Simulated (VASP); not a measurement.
# AlCu5 (P6/mmm) in VASP: a series of runs

The runs below take AlCu5 through single point, with PBE.

All numbers are computed with VASP 6.6.1; they aren't measurements. Logs are shortened: lines on timing, memory, paths and dates and some standing lists are left out, and cuts for length are marked.

## 1. The cell of the first run

Symmetry: P6/mmm, No. 191, hexagonal system. Conventional cell: a = 3.892 Å, b = 3.892 Å, c = 6.132 Å, α = 90.00°, β = 90.00°, γ = 120.00°. Within 2.6 Å of Al (site symmetry 6/mmm) lie 2 Cu at 1.98 Å. Within 2.6 Å of Cu (site symmetry mmm) lie 8 Cu at 1.95 to 2.23 Å. Cu (site symmetry 6mm) has 1 Al at 1.98 Å and 7 Cu at 2.17 to 2.23 Å within 2.6 Å.

The cell was built from a structure type or drawn by symmetry, and may not be a known phase.

## 2. Single point, PBE

INCAR

```
SYSTEM = AlCu5
PREC = Accurate ; ENCUT = 520
EDIFF = 1E-7 ; ISMEAR = 0
SIGMA = 0.1 ; LREAL = .False.
LASPH = .True. ; NELM = 80
ALGO = Normal ; ISIF = 2
LWAVE = .False. ; LCHARG = .False.
GGA = PE ; NBANDS = 38
```

KPOINTS

```
regular mesh
0
Gamma
  6 6 4
  0 0 0
```

POSCAR

```
AlCu5
1.0
    3.8915781600      0.0000000000      0.0000000000
   -1.9457890800      3.3702055500      0.0000000000
    0.0000000000      0.0000000000      6.1321878900
Al Cu
1 5
Direct
    0.0000000000      0.0000000000      0.0000000000
    0.5000000000      0.0000000000      0.5000000000
    0.0000000000      0.5000000000      0.5000000000
    0.5000000000      0.5000000000      0.5000000000
    0.0000000000      0.0000000000      0.6771461200
    0.0000000000      0.0000000000      0.3228538800
```

Potentials or basis: VASP PAW PBE potentials, release 64 (Al, Cu).

Launch:

```bash
cat potpaw_PBE.64/Al/POTCAR potpaw_PBE.64/Cu/POTCAR > POTCAR
mpirun -np 1 vasp_std > vasp.out
```

OUTCAR:

```text
SYSTEM = AlCu5
   PREC = Accurate
   ENCUT = 520
   EDIFF = 1E-7
   ISMEAR = 0
   LREAL = .False.
   LASPH = .True.
   NELM = 80
   ISIF = 2
   GGA = PE

 ion  position               nearest neighbor table
   1  0.000  0.000  0.000-   5 1.98   6 1.98
   2  0.500  0.000  0.500-   3 1.95   4 1.95   4 1.95   3 1.95   5 2.23   5 2.23   6 2.23   6 2.23

   3  0.000  0.500  0.500-   4 1.95   4 1.95   2 1.95   2 1.95   5 2.23   6 2.23   5 2.23   6 2.23

   4  0.500  0.500  0.500-   3 1.95   3 1.95   2 1.95   2 1.95   5 2.23   6 2.23   5 2.23   6 2.23

   5  0.000  0.000  0.677-   1 1.98   6 2.17   2 2.23   2 2.23   3 2.23   3 2.23   4 2.23   4 2.23

   6  0.000  0.000  0.323-   1 1.98   5 2.17   2 2.23   2 2.23   3 2.23   3 2.23   4 2.23   4 2.23

  LATTYP: Found a hexagonal cell.
 ALAT       =     3.8915781600
 C/A-ratio  =     1.5757586352

  Lattice vectors:

 A1 = (   3.8915781600,   0.0000000000,   0.0000000000)
 A2 = (  -1.9457890800,   3.3702055500,   0.0000000000)
 A3 = (   0.0000000000,   0.0000000000,   6.1321878900)

Analysis of symmetry for initial positions (statically):
=====================================================================
 Subroutine PRICEL returns:
 Original cell was already a primitive cell.

 Routine SETGRP: Setting up the symmetry group for a
 hexagonal supercell.

 Subroutine GETGRP returns: Found 24 space group operations
 (whereof 24 operations were pure point group operations)
 out of a pool of 24 trial point group operations.

The static configuration has the point symmetry D_6h.

Analysis of symmetry for dynamics (positions and initial velocities):
=====================================================================
 Subroutine PRICEL returns:
 Original cell was already a primitive cell.

 Routine SETGRP: Setting up the symmetry group for a
 hexagonal supercell.

 Subroutine GETGRP returns: Found 24 space group operations
 (whereof 24 operations were pure point group operations)
 out of a pool of 24 trial point group operations.

The dynamic configuration has the point symmetry D_6h.

 Subroutine INISYM returns: Found 24 space group operations
 (whereof 24 operations are pure point group operations),
 and found     1 'primitive' translations

----------------------------------------------------------------------------------------

                                     Primitive cell

  volume of cell :      80.4262

  direct lattice vectors                    reciprocal lattice vectors
     3.891578160  0.000000000  0.000000000     0.256965159  0.148358904  0.000000000
    -1.945789080  3.370205550  0.000000000     0.000000000  0.296717807  0.000000000
     0.000000000  0.000000000  6.132187890     0.000000000  0.000000000  0.163073933

  length of vectors
     3.891578160  3.891578162  6.132187890     0.296717807  0.296717807  0.163073933

  position of ions in fractional coordinates (direct lattice)
     0.000000000  0.000000000  0.000000000
     0.500000000  0.000000000  0.500000000
     1.000000000  0.500000000  0.500000000
     0.500000000  0.500000000  0.500000000
     0.000000000  0.000000000  0.677146120
     0.000000000  0.000000000  0.322853880

  ion indices of the primitive-cell ions
   primitive index   ion index
                 1           1
                 2           2
                 3           3
                 4           4
                 5           5
                 6           6

----------------------------------------------------------------------------------------

 KPOINTS: regular mesh

Automatic generation of k-mesh.
 Grid dimensions read from file:
 generate k-points for:    6    6    4

 Generating k-lattice:

  Cartesian coordinates                     Fractional coordinates (reciprocal lattice)
     0.042827526  0.024726484  0.000000000     0.166666667  0.000000000  0.000000000
     0.000000000  0.049452968  0.000000000     0.000000000  0.166666667  0.000000000
     0.000000000  0.000000000  0.040768483     0.000000000  0.000000000  0.250000000

  Length of vectors
     0.049452968  0.049452968  0.040768483

  Shift w.r.t. Gamma in fractional coordinates (k-lattice)
     0.000000000  0.000000000  0.000000000

 Subroutine IBZKPT returns following result:
 ===========================================

 Found     21 irreducible k-points:

 Following reciprocal coordinates:
            Coordinates               Weight
  0.000000  0.000000  0.000000      1.000000
  0.166667  0.000000  0.000000      6.000000
  0.333333  0.000000  0.000000      6.000000
  0.500000  0.000000  0.000000      3.000000
  0.166667  0.166667  0.000000      6.000000
  0.333333  0.166667  0.000000     12.000000
[... 13 lines left out ...]
  0.333333  0.166667  0.500000     12.000000
  0.333333  0.333333  0.500000      2.000000
   k-points           NKPTS =     21   k-points in BZ     NKDIM =     21   number of bands    NBANDS=     38
   number of dos      NEDOS =    301   number of ions     NIONS =      6
   total plane-waves  NPLWV =  43200
   dimension x,y,z NGX =    30 NGY =   30 NGZ =   48
   dimension x,y,z NGXF=    60 NGYF=   60 NGZF=   96
   ions per type =               1   5
   NGX,Y,Z   is equivalent  to a cutoff of  12.82, 12.82, 13.01 a.u.
   NGXF,Y,Z  is equivalent  to a cutoff of  25.63, 25.63, 26.03 a.u.
 SYSTEM =  AlCu5
   PREC   = accura    normal or accurate (medium, high low for compatibility)
   ISTART =      0    job   : 0-new  1-cont  2-samecut
   ICHARG =      2    charge: 1-file 2-atom 10-const
   ISPIN  =      1    spin polarized calculation?
   LNONCOLLINEAR =      F non collinear calculations
   LSORBIT =      F    spin-orbit coupling
   LASPH  =      T    aspherical Exc in radial PAW
   ENCUT  =  520.0 eV  38.22 Ry    6.18 a.u.   7.24  7.24 11.40*2*pi/ulx,y,z
   NELM   =     80;   NELMIN=  2; NELMDL= -5     # of ELM steps
   EDIFF  = 0.1E-06   stopping-criterion for ELM
   LREAL  =      F    real-space projection
   EDIFFG = 0.1E-05   stopping-criterion for IOM
   NSW    =      0    number of steps for IOM
   IBRION =     -1    ionic relax: 0-MD 1-quasi-New 2-CG
   NFREE  =      0    steps in history (QN), initial steepest desc. (CG)
   ISIF   =      2    stress and relaxation
   ISYM   =      2    0-nonsym 1-usesym 2-fastsym
   POTIM  = 0.5000    time-step for ionic-motion
   TEBEG  =    0.0;   TEEND  =   0.0 temperature during run
   PSTRESS=    0.0 pullay stress
   NELECT =      58.0000    total number of electrons
   NUPDOWN=      -1.0000    fix difference up-down
   EMIN   =  10.00;   EMAX   =-10.00  energy-range for DOS
   EFERMI =   0.00;   METHOD = LEGACY
   ISMEAR =     0;   SIGMA  =   0.10  broadening in eV -4-tet -1-fermi 0-gaus
   EFERMI_NEDOS =   21; number of points for ismear=-14 and -15
   IALGO  =     38    algorithm
   IMIX   =      4    mixing-type and parameters
     AMIX     =   0.40;   BMIX     =  1.00
     AMIX_MAG =   1.60;   BMIX_MAG =  1.00
  volume/ion in A,a.u.               =      13.40        90.46
  Fermi-wavevector in a.u.,A,eV,Ry     =   1.468086  2.774281 29.324335  2.155278
  Thomas-Fermi vector in A             =   2.583626
   LORBIT       =      0    0 simple, 1 ext, 2 COOP (PROOUT), +10 PAW based schemes
   GGA     = PE    functional components
   LHFCALC =     F    Hartree Fock is set to
   AEXX    =    0.0000 exact exchange contribution
   IVDW    =     0    specifies the selected vdW correction
   LEPSILON=     F    determine dielectric tensor
   LRPA    =     F    only Hartree local field effects (RPA)
 non-spin polarized calculation
 Gauss-broadening in eV      SIGMA  =   0.10
  energy-cutoff  :      520.00
  volume of cell :       80.43
 maximum number of plane-waves:      2183
 NGX is ok and might be reduce to    30
   NGX = 15   NGY = 15   NGZ = 23

 number of electron      57.9999920 magnetization

 Free energy of the ion-electron system (eV)
  ---------------------------------------------------
  ext. energy  EPLUGINS =         0.00000000
  ---------------------------------------------------
  free energy    TOTEN  =        -8.47425031 eV

  energy without entropy =       -8.45171789  energy(sigma->0) =       -8.46298410

 E-fermi :   7.2183     XC(G=0): -11.2325

 val. band max:        7.1986192024   @ k =   0.1667   0.0000   0.0000
 cond. band min:       7.2238988288   @ k =   0.3333   0.1667   0.2500
 fundamental gap:      0.0252796264
 Fermi energy:         7.2183261672

 k-point     1 :       0.0000    0.0000    0.0000
  band No.  band energies     occupation
      1      -3.7613      2.00000
      2      -1.6759      2.00000
      3      -0.2616      2.00000
      4      -0.2616      2.00000
      5       0.5129      2.00000
      6       0.5542      2.00000
[... 30 lines left out ...]
     37      15.3216      0.00000
     38      15.7058      0.00000

 k-point     2 :       0.1667    0.0000    0.0000
  band No.  band energies     occupation
      1      -3.3900      2.00000
      2      -1.4231      2.00000
      3      -0.2496      2.00000
      4      -0.0725      2.00000
      5       0.5978      2.00000
      6       0.6995      2.00000
[... 30 lines left out ...]
     37      14.6951      0.00000
     38      16.0511      0.00000

 k-point     3 :       0.3333    0.0000    0.0000
  band No.  band energies     occupation
      1      -2.3967      2.00000
      2      -0.8488      2.00000
      3      -0.2984      2.00000
      4       0.3431      2.00000
      5       0.7183      2.00000
      6       1.0398      2.00000
[... 30 lines left out ...]
     37      14.5826      0.00000
[... 658 lines left out ...]
 k-point    20 :       0.3333    0.1667    0.5000
  band No.  band energies     occupation
      1      -1.4372      2.00000
      2      -0.5450      2.00000
      3       0.0174      2.00000
      4       0.2421      2.00000
      5       0.7693      2.00000
      6       0.9597      2.00000
[... 30 lines left out ...]
     37      14.6931      0.00000
     38      15.2420      0.00000

 k-point    21 :       0.3333    0.3333    0.5000
  band No.  band energies     occupation
      1      -0.5383      2.00000
      2      -0.3827      2.00000
      3      -0.3827      2.00000
      4       0.8406      2.00000
      5       0.8894      2.00000
      6       0.8894      2.00000
[... 30 lines left out ...]
     37      14.6068      0.00000
     38      17.4987      0.00000

------------------------ aborting loop because EDIFF is reached ----------------------------------------

  FORCE on cell =-STRESS in cart. coord.  units (eV):
  Direction    XX          YY          ZZ          XY          YZ          ZX
  --------------------------------------------------------------------------------------
  -------------------------------------------------------------------------------------
  Total       54.9929848     54.9929849     32.5321560      0.0000000      0.0000000      0.0000000
  in kB     1095.5199086   1095.5199103    648.0758349      0.0000000      0.0000000      0.0000000
  external PRESSURE =     946.3718846 kB  Pullay stress =       0.0000000 kB

 VOLUME and BASIS-vectors are now :
 -----------------------------------------------------------------------------
  energy-cutoff  :      520.00
  volume of cell :       80.43
      direct lattice vectors                 reciprocal lattice vectors
     3.891578160  0.000000000  0.000000000     0.256965159  0.148358904  0.000000000
    -1.945789080  3.370205550  0.000000000     0.000000000  0.296717807  0.000000000
     0.000000000  0.000000000  6.132187890     0.000000000  0.000000000  0.163073933

 POSITION                                       TOTAL-FORCE (eV/Angst)
 -----------------------------------------------------------------------------------
      0.00000      0.00000      0.00000         0.000000     -0.000000      0.000000
      1.94579      0.00000      3.06609         0.000000     -0.000000      0.000000
     -0.97289      1.68510      3.06609         0.000000     -0.000000      0.000000
      0.97289      1.68510      3.06609         0.000000     -0.000000      0.000000
      0.00000      0.00000      4.15239         0.000000      0.000000      2.161039
      0.00000      0.00000      1.97980        -0.000000      0.000000     -2.161039
 -----------------------------------------------------------------------------------
    total drift:                               -0.000000      0.000000      0.000000

  FREE ENERGIE OF THE ION-ELECTRON SYSTEM (eV)
  ---------------------------------------------------
  free  energy   TOTEN  =        -8.4742503112 eV

  energy  without entropy=       -8.4517178938  energy(sigma->0) =       -8.46298410
```

Wall time 87 s (1 thread of Intel Xeon Platinum 8488C (Sapphire Rapids), shared host); peak memory 0.22 GiB.

Results:

```
Free energy            : -8.4743 eV
Pressure               : 94.6 GPa
Largest force          : 2.161 eV/Å
Band gap on the k mesh : zero (bands 29 and 30 overlap by 2.05 eV)
```

Forces in eV/Å, atoms in the order of the input:
```
Al   0.000  0.000  0.000
Cu   0.000  0.000  0.000
Cu   0.000  0.000  0.000
Cu   0.000  0.000  0.000
Cu   0.000  0.000  2.161
Cu   0.000  0.000 -2.161
```

Stress tensor (GPa, compression positive):
```
109.55   0.00   0.00
  0.00 109.55   0.00
  0.00   0.00  64.81
```

Caveat: the cell stands under pressure; forces of over 1 eV/Å act on the atoms, so gaps and moduli don't describe the material at rest.

## 3. Single point, PBE

This run uses another cell than the first one, of 22.48 Å³/atom.

INCAR

```
ALGO = Normal ; EDIFF = 1E-6
ENCUT = 520 ; GGA = PE
ISIF = 2 ; ISMEAR = 0
LASPH = T ; LCHARG = F
LREAL = F ; LWAVE = F
NBANDS = 38 ; NELM = 100
PREC = Accurate ; SIGMA = 0.1
```

KPOINTS

```
k-points
0
Gamma
  6 6 4
```

POSCAR

```
AlCu5
1.0
    4.7451607106      0.0000000000      0.0000000000
   -2.3725803553      4.1094297204      0.0000000000
    0.0000000000      0.0000000000      6.9161757713
Al Cu
1 5
Direct
    0.0000000000      0.0000000000      0.0000000000
    0.5000000000      0.0000000000      0.5000000000
    0.0000000000      0.5000000000      0.5000000000
    0.5000000000      0.5000000000      0.5000000000
    0.0000000000      0.0000000000      0.6661089202
    0.0000000000      0.0000000000      0.3338910798
```

Potentials or basis: VASP PAW PBE potentials, release 64 (Al, Cu).

Launch:

```bash
cat potpaw_PBE.64/Al/POTCAR potpaw_PBE.64/Cu/POTCAR > POTCAR
mpirun -np 1 vasp_std > vasp.out
```

It took 1.8 min on 1 thread of Intel Xeon Platinum 8488C (Sapphire Rapids), shared host; peak memory 0.28 GiB.

The run converged. Its results:

* Free energy: -18.6299 eV
* Pressure: 0.2 GPa
* Largest force: 0.017 eV/Å
* Band gap on the k mesh: zero (bands 29 and 30 overlap by 1.75 eV)

Forces in eV/Å, atoms in the order of the input:
```
Al   0.000  0.000  0.000
Cu   0.000  0.000  0.000
Cu   0.000  0.000  0.000
Cu   0.000  0.000  0.000
Cu   0.000  0.000  0.017
Cu   0.000  0.000 -0.017
```

Levels at points of the mesh, in eV from the Fermi level:
```
           k point  band 27  band 28  band 29  band 30  band 31  band 32
(0.00, 0.00, 0.00)    -1.25    -0.79     1.03     1.03     1.85     4.06
(0.50, 0.00, 0.00)    -1.61    -1.36    -0.50     1.00     1.02     1.36
(0.00, 0.00, 0.50)    -0.79     0.50     1.37     1.60     1.60     1.87
(0.50, 0.00, 0.50)    -1.42    -1.36    -0.26     0.63     1.62     1.72
```
